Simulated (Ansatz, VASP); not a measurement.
# Two plane-wave programs on Co

INCAR

```
ALGO = Normal
EDIFF = 1E-6
ENCUT = 520
GGA = PE
ISIF = 2
ISMEAR = 1
LASPH = True
LCHARG = False
LREAL = False
LWAVE = False
NBANDS = 16
NELM = 60
PREC = Accurate
SIGMA = 0.6
```

KPOINTS

```
k-points
0
Gamma
  15 15 8
```

Contents of POSCAR:

```
Co
1.0
    2.4583936733      0.0000000000      0.0000000000
   -1.2291968366      2.1290313736      0.0000000000
    0.0000000000      0.0000000000      3.9606917934
Co
2
Direct
    0.3333333333      0.6666666667      0.2500000000
    0.6666666667      0.3333333333      0.7500000000
```

Input for Ansatz:

```yaml
crystal:
  lattice:
    - [2.4583936733, 0.0, 0.0]
    - [-1.2291968366, 2.1290313736, 0.0]
    - [0.0, 0.0, 3.9606917934]
  atoms:
    - { symbol: Co, position: [0.3333333333, 0.6666666667, 0.25] }
    - { symbol: Co, position: [0.6666666667, 0.3333333333, 0.75] }
hamiltonian:
  xc: pbe
  pseudopotentials:
    kind: paw
    azcp:
      Co: "pseudopotentials/Co.paw.azcp"
basis:
  ecutwfc: 420
  fft_grid_basis: typed
kpoints:
  mp_grid: { grid: [15, 15, 8], shift: [0, 0, 0] }
magnetization:
  spin_polarized: false
scf:
  occupations: { method: cold, width: 0.6 }
  lower_state_search: "off"
output:
  stress: true
  write_density: true
  write_potential: true
  elf: true
  volumetric_format: npy
```

Alike in both runs: task single point; functional PBE; k mesh 15 × 15 × 8; no spin polarisation.

|  | VASP | Ansatz |
| --- | --- | --- |
| version | VASP 6.6.1 | Ansatz 0.2.0 |
| potentials or method | VASP PAW PBE potentials, release 64 (Co), cutoff 520 eV | plane waves (420 eV) with PAW, scalar-relativistic |
| occupations | methfessel-paxton of order 1, width 0.6 eV | cold, width 0.6 eV |
| valence electrons in the cell | 18 | 34 |

Ansatz gave:

- pressure (GPa): -0.6
- traceless stress, the component that is largest in VASP (GPa): -1.27

What did VASP give for the same quantities?

Pressure (GPa): -0.4; traceless stress, the component that is largest in VASP (GPa): -0.52.

VASP's potentials hold 18 valence electrons a cell and Ansatz's 34, so a difference there can come from the potentials and not from the codes.
